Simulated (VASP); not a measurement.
Write the native input for VASP 6.6.1 that does the following.

```yaml
Task: single point
Functional: PBE
Potentials_or_basis: VASP PAW PBE potentials, release 64 (Al)
Cutoff: 520 eV
k_mesh: 18 × 18 × 18
Occupations: gaussian, width 0.1 eV
Spin: no spin polarisation
Dipole_correction: no
Further_INCAR_settings: ALGO = Fast; EDIFF = 1e-07; NBANDS = 8
```

The structure of Al lies in POSCAR:

```
Al
1.0
    0.0000000000      1.9637662977      1.9637662977
    1.9637662977      0.0000000000      1.9637662977
    1.9637662977      1.9637662977      0.0000000000
Al
1
Direct
    0.0000000000      0.0000000000      0.0000000000
```

One way to write it, as run:

INCAR

```
PREC = Accurate
ENCUT = 520
EDIFF = 1E-7
ISMEAR = 0
SIGMA = 0.1
LREAL = F
LASPH = T
NELM = 100
ALGO = Fast
ISIF = 2
LWAVE = F
LCHARG = F
GGA = PE
NBANDS = 8
```

KPOINTS

```
regular mesh
0
Gamma
  18 18 18
```

Potentials or basis: VASP PAW PBE potentials, release 64 (Al).

Command:

```console
$ cat potpaw_PBE.64/Al/POTCAR > POTCAR
$ mpirun -np 1 vasp_std > vasp.out
```

It gave:

```yaml
Pressure: 7.9 GPa
```

It took 11 s on 1 thread of Intel Xeon 6975P-C, with other jobs on the host, peak memory 0.14 GiB.
